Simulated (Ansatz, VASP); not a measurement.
SnSe in VASP and in Ansatz

POSCAR

```
SnSe
1.0
    0.0000000000      3.0496098055      3.0496098055
    3.0496098055      0.0000000000      3.0496098055
    3.0496098055      3.0496098055      0.0000000000
Sn Se
1 1
Direct
    0.0000000000      0.0000000000      0.0000000000
    0.5000000000      0.5000000000      0.5000000000
```

File INCAR.step1:

```
SYSTEM = SnSe
ALGO = Normal ; EDIFF = 1E-4
ENCUT = 520 ; GGA = PE
ISMEAR = -1 ; LASPH = .TRUE.
LCHARG = .FALSE. ; LREAL = .FALSE.
LWAVE = .TRUE. ; NBANDS = 17
NELM = 60 ; PREC = Accurate
SIGMA = 0.05
```

Contents of INCAR.step2:

```
SYSTEM = SnSe
ALGO = Normal ; EDIFF = 1E-6
ENCUT = 520 ; ISIF = 2
ISMEAR = -1 ; ISTART = 1
LASPH = .TRUE. ; LCHARG = .FALSE.
LMIXTAU = .TRUE. ; LREAL = .FALSE.
LWAVE = .FALSE. ; METAGGA = R2SCAN
NBANDS = 17 ; NELM = 60
PREC = Accurate ; SIGMA = 0.05
```

The input KPOINTS:

```
k-points
0
G
  8 8 8
  0 0 0
```

Contents of input.yaml:

```yaml
crystal:
  lattice:
    - [0.0, 3.0496098055, 3.0496098055]
    - [3.0496098055, 0.0, 3.0496098055]
    - [3.0496098055, 3.0496098055, 0.0]
  atoms:
    - { symbol: Sn, position: [0.0, 0.0, 0.0] }
    - { symbol: Se, position: [0.5, 0.5, 0.5] }
hamiltonian:
  xc: r2scan
  pseudopotentials: { kind: paw }
kpoints:
  mp_grid: { grid: [8, 8, 8] }
scf:
  occupations: { method: fermi_dirac, width: 0.05 }
output:
  forces: true
  stress: true
  eigenvalues: true
```

Alike in both runs: task single point; functional r2SCAN; k mesh 8 × 8 × 8; occupations fermi-dirac, width 0.05 eV; no spin polarisation.

|  | VASP | Ansatz |
| --- | --- | --- |
| version | VASP 6.6.1 | Ansatz 0.2.0 |
| potentials or method | VASP PAW PBE potentials, release 64 (Sn_d, Se) | Ansatz PAW |
| plane-wave cutoff (eV) | 520 | 500 |
| valence electrons in the cell | 20 | 30 |

|  | VASP | Ansatz | Ansatz less VASP |
| --- | --- | --- | --- |
| gap on the k mesh at the Fermi level (eV) | 0.28 | 0.28 | 0.000 |
| least direct gap on the mesh (eV) | 0.28 | 0.28 | 0.000 |
| pressure (GPa) | -2.0 | -2.0 | +0.01 |

VASP's potentials were made for PBE, not for r2SCAN. VASP's potentials hold 20 valence electrons a cell and Ansatz's 30, so a difference there can come from the potentials and not from the codes.
